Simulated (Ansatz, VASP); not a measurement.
# TiO2 in VASP and in Ansatz

Contents of INCAR:

```
  PREC = Accurate
  ENCUT = 520
  EDIFF = 1E-8
  ISMEAR = -1
  SIGMA = 0.02
  LREAL = Auto
  LASPH = T
  NELM = 100
  ALGO = Normal
  ISIF = 2
  LWAVE = F
  LCHARG = F
  GGA = PE
  LEFG = T
  NBANDS = 114
```

KPOINTS

```
regular mesh
0
Gamma
  5 3 4
```

POSCAR

```
TiO2
1.0
    5.1450000000      0.0000000000      0.0000000000
    0.0000000000      9.1850000000      0.0000000000
    0.0000000000      0.0000000000      5.4470000000
Ti O
8 16
Direct
    0.1270000000      0.1270000000      0.8870000000
    0.6270000000      0.3730000000      0.1130000000
    0.8730000000      0.6270000000      0.6130000000
    0.3730000000      0.8730000000      0.3870000000
    0.8730000000      0.8730000000      0.1130000000
    0.3730000000      0.6270000000      0.8870000000
    0.1270000000      0.3730000000      0.3870000000
    0.6270000000      0.1270000000      0.6130000000
    0.4650000000      0.2300000000      0.8950000000
    0.9650000000      0.2700000000      0.1050000000
    0.5350000000      0.7300000000      0.6050000000
    0.0350000000      0.7700000000      0.3950000000
    0.5350000000      0.7700000000      0.1050000000
    0.0350000000      0.7300000000      0.8950000000
    0.4650000000      0.2700000000      0.3950000000
    0.9650000000      0.2300000000      0.6050000000
    0.8200000000      0.0100000000      0.8450000000
    0.3200000000      0.4900000000      0.1550000000
    0.1800000000      0.5100000000      0.6550000000
    0.6800000000      0.9900000000      0.3450000000
    0.1800000000      0.9900000000      0.1550000000
    0.6800000000      0.5100000000      0.8450000000
    0.8200000000      0.4900000000      0.3450000000
    0.3200000000      0.0100000000      0.6550000000
```

Input for Ansatz:

```yaml
crystal:
  lattice:
    - [5.145, 0.0, 0.0]
    - [0.0, 9.185, 0.0]
    - [0.0, 0.0, 5.447]
  atoms:
    - { symbol: Ti, position: [0.127, 0.127, 0.887] }
    - { symbol: Ti, position: [0.627, 0.373, 0.113] }
    - { symbol: Ti, position: [0.873, 0.627, 0.613] }
    - { symbol: Ti, position: [0.373, 0.873, 0.387] }
    - { symbol: Ti, position: [0.873, 0.873, 0.113] }
    - { symbol: Ti, position: [0.373, 0.627, 0.887] }
    - { symbol: Ti, position: [0.127, 0.373, 0.387] }
    - { symbol: Ti, position: [0.627, 0.127, 0.613] }
    - { symbol: O, position: [0.465, 0.23, 0.895] }
    - { symbol: O, position: [0.965, 0.27, 0.105] }
    - { symbol: O, position: [0.535, 0.73, 0.605] }
    - { symbol: O, position: [0.035, 0.77, 0.395] }
    - { symbol: O, position: [0.535, 0.77, 0.105] }
    - { symbol: O, position: [0.035, 0.73, 0.895] }
    - { symbol: O, position: [0.465, 0.27, 0.395] }
    - { symbol: O, position: [0.965, 0.23, 0.605] }
    - { symbol: O, position: [0.82, 0.01, 0.845] }
    - { symbol: O, position: [0.32, 0.49, 0.155] }
    - { symbol: O, position: [0.18, 0.51, 0.655] }
    - { symbol: O, position: [0.68, 0.99, 0.345] }
    - { symbol: O, position: [0.18, 0.99, 0.155] }
    - { symbol: O, position: [0.68, 0.51, 0.845] }
    - { symbol: O, position: [0.82, 0.49, 0.345] }
    - { symbol: O, position: [0.32, 0.01, 0.655] }
kpoints:
  mp_grid: { grid: [5, 3, 4] }
scf:
  occupations: { method: fermi_dirac, width: 0.02 }
hamiltonian:
  xc: pbe
  pseudopotentials: { kind: paw }
output:
  forces: true
  stress: true
  populations: true
  efg:
    quadrupole_moments_barn: { Ti: 0.247, O: -0.02558 }
    contact_densities: true
```

Alike in both runs: task electric field gradients; functional PBE; k mesh 5 × 3 × 4; occupations fermi-dirac, width 0.02 eV; no spin polarisation.

|  | VASP | Ansatz |
| --- | --- | --- |
| version | VASP 6.6.1 | Ansatz 0.2.0 |
| potentials or method | VASP PAW PBE potentials, release 64 (Ti_sv, O) | plane-wave PAW, scalar-relativistic |
| plane-wave cutoff (eV) | 520 | 420 |
| valence electrons in the cell | 192 | 192 |

```tsv
	VASP	Ansatz	Ansatz less VASP
gap on the k mesh at the Fermi level (eV)	2.13	2.15	+0.024
pressure (GPa)	6.1	5.4	-0.69
traceless stress, the component that is largest in VASP (GPa)	2.02	1.89	-0.125
rms of the force components (eV/Å)	0.337	0.322	-0.0146
size of Vzz on the site where it differs most (V/Å²)	19.5	21.1	+1.63
```

Atom by atom the forces differ by 0.020 eV/Å (rms over components).
